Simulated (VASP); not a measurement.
Set up this calculation in VASP 6.6.1, as the native input.

- Task: single point
- Functional: PBEsol
- Potentials or basis: VASP PAW PBE potentials, release 64 (Ti_sv)
- Cutoff: 520 eV
- k mesh: 12 × 12 × 7
- Occupations: methfessel-paxton, width 0.05 eV
- Spin: no spin polarisation
- Dipole correction: no
- Further INCAR settings: ALGO = Normal; EDIFF = 1e-07; NBANDS = 19

The structure of Ti lies in POSCAR:

```
Ti
1.0
    2.9500000000      0.0000000000      0.0000000000
   -1.4750000000      2.5547749412      0.0000000000
    0.0000000000      0.0000000000      4.6800000000
Ti
2
Direct
    0.3333330000      0.6666670000      0.2500000000
    0.6666670000      0.3333330000      0.7500000000
```

One way to write it, as run:

INCAR

```
SYSTEM = Ti
PREC = Accurate ; ENCUT = 520
EDIFF = 1E-7 ; ISMEAR = 1
SIGMA = 0.05 ; LREAL = .False.
LASPH = .True. ; NELM = 80
ALGO = Normal ; ISIF = 2
LWAVE = .False. ; LCHARG = .False.
GGA = PS ; NBANDS = 19
```

KPOINTS

```
Automatic mesh
0
Gamma
  12 12 7
  0 0 0
```

Potentials or basis: VASP PAW PBE potentials, release 64 (Ti_sv).

The run is started by

```console
$ cat potpaw_PBE.64/Ti_sv/POTCAR > POTCAR
$ mpirun -np 1 vasp_std > vasp.out
```

It gave:

```json
{
 "Pressure": "-5.9 GPa",
 "Band gap on the k mesh": "zero (band 12 reaches 8.81 eV, above the bottom of band 13 at 7.76 eV)"
}
```

Caveat: the PAW data sets were made with another functional, which shifts forces and pressure a little.

It took 47 s on 1 thread of AMD EPYC 7R43 64-Core Processor (Zen 3), on a shared host, peak memory 0.14 GiB.
